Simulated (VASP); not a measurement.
Input of a VASP 6.6.1 run:

Contents of INCAR:

```
PREC = Accurate ; ENCUT = 520
EDIFF = 1E-6 ; ISMEAR = 0
SIGMA = 0.1 ; LREAL = False
LASPH = True ; NELM = 60
ALGO = Normal ; ISIF = 2
LWAVE = False ; LCHARG = False
GGA = PE ; NBANDS = 25
```

The input KPOINTS:

```
regular mesh
0
Gamma
  4 4 4
```

Contents of POSCAR:

```
YAl2N3
1.0
    5.9155545449      0.0000000000      0.0000000000
    0.0000000000      2.4803699450      2.5111054289
    0.0000000000     -2.4803699450      2.5111054289
Y Al N
1 2 3
Direct
    0.0000000000      0.0946832739      0.0946832739
    0.3157852690      0.5947979187      0.5947979187
    0.6842147310      0.5947979187      0.5947979187
    0.5000000000      0.0948320952      0.5948678642
    0.5000000000      0.5948678642      0.0948320952
    0.0000000000      0.5948249493      0.5948249493
```

Potentials or basis: VASP PAW PBE potentials, release 64 (Y_sv, Al, N).

Launch:

```console
$ cat potpaw_PBE.64/Y_sv/POTCAR potpaw_PBE.64/Al/POTCAR potpaw_PBE.64/N/POTCAR > POTCAR
$ mpirun -np 1 vasp_std > vasp.out
```

(1) Predict the pressure.

(2) Estimate the band gap on the k mesh.

Results:

(1) -0.3 GPa.

(2) zero (band 16 reaches 8.26 eV, above the bottom of band 17 at 7.17 eV).

Caveat: the k points lie up to 0.45 Å⁻¹ apart.
